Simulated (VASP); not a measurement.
Crystal: Rh.

```
Rh
1.0
     2.68397    0.00000    0.00000
     1.34198    2.32438    0.00000
     1.34198    0.77479    2.19145
Rh
1
Direct
  0.00000 0.00000 0.00000
```

Base run:

```yaml
Program: VASP 6.6.1
Functional: RPBE
Potentials_or_basis: VASP PAW PBE potentials, release 64 (Rh_pv)
Cutoff: 500 eV
k_mesh: 15 × 15 × 15
Occupations: fermi-dirac, width 0.15 eV
Spin: no spin polarisation
```

Its results: pressure 13.4 GPa.

The run is repeated on the same cell with these changes: functional from RPBE to BLYP. What comes out?

Pressure 23.1 GPa.

Caveats: the PAW data sets were made with another functional, which shifts forces and pressure a little.
